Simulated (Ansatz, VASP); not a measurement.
One calculation of SnSe, two programs

File INCAR:

```
ALGO     = Normal         # electronic algorithm
EDIFF    = 1E-6           # SCF threshold, eV
ENCUT    = 520            # plane-wave cutoff, eV
GGA      = CA             # functional
ISIF     = 2              # what is computed and relaxed
ISMEAR   = 0              # smearing method
LASPH    = T              # aspherical terms in the spheres
LCHARG   = T              # write CHGCAR
LELF     = T              # ELF
LREAL    = F              # projectors in reciprocal space
LVHAR    = T            
LWAVE    = F              # write WAVECAR
NBANDS   = 28             # bands
NELM     = 60             # most SCF steps
PREC     = Accurate       # precision mode
SIGMA    = 0.05           # smearing width, eV
```

File KPOINTS:

```
k-points
0
Gamma
  6 6 4
```

The input POSCAR:

```
SnSe
1.0
    4.2853274191      0.0000000000      0.0000000000
    0.0000000000      4.2853274191      0.0000000000
    0.0000000000      0.0000000000     10.9906921300
Sn Se
2 2
Direct
    0.5000000000      0.0000000000      0.3722291100
    0.0000000000      0.5000000000      0.6277708900
    0.5000000000      0.0000000000      0.6126275120
    0.0000000000      0.5000000000      0.3805485320
```

Input for Ansatz:

```yaml
crystal:
  lattice:
    - [4.2853274191, 0.0, 0.0]
    - [0.0, 4.2853274191, 0.0]
    - [0.0, 0.0, 10.99069213]
  atoms:
    - { symbol: Sn, position: [0.5, 0.0, 0.37222911] }
    - { symbol: Sn, position: [0.0, 0.5, 0.62777089] }
    - { symbol: Se, position: [0.5, 0.0, 0.612627512] }
    - { symbol: Se, position: [0.0, 0.5, 0.380548532] }
basis:
  ecutwfc: 420
kpoints:
  mp_grid: { grid: [6, 6, 4] }
hamiltonian:
  xc: lda
scf:
  occupations: { method: gaussian, width: 0.05 }
output:
  forces: true
  stress: true
  eigenvalues: true
  write_density: true
  write_potential: true
  elf: true
  volumetric_format: npy
```

Change from the starting cell: all Se atoms moved +0.037 Å, as atom 3 towards its neighbour atom 1 (Sn) at 2.680 Å.

Alike in both runs: task single point; functional LDA; k mesh 6 × 6 × 4; occupations gaussian, width 0.05 eV; no spin polarisation.

```csv
,VASP,Ansatz
version,VASP 6.6.1,Ansatz 0.2.0
potentials or method,"VASP PAW LDA potentials, release 64 (Sn_d, Se), cutoff 520 eV","scalar-relativistic, plane waves, PAW"
valence electrons in the cell,40,60
```

```csv
,VASP,Ansatz,Ansatz less VASP
gap on the k mesh at the Fermi level (eV),1.44,1.46,+0.013
least direct gap on the mesh (eV),1.44,1.46,+0.013
rms of the force components (eV/Å),0.166,0.171,+0.0047
```

LDA's correlation is that of Perdew and Zunger in VASP and of Perdew and Wang (1992) in Ansatz. Atom by atom the forces differ by 0.013 eV/Å (rms over components). VASP's potentials hold 40 valence electrons a cell and Ansatz's 60, so a difference there can come from the potentials and not from the codes. Ansatz's warnings: xc potential rough in thin density.
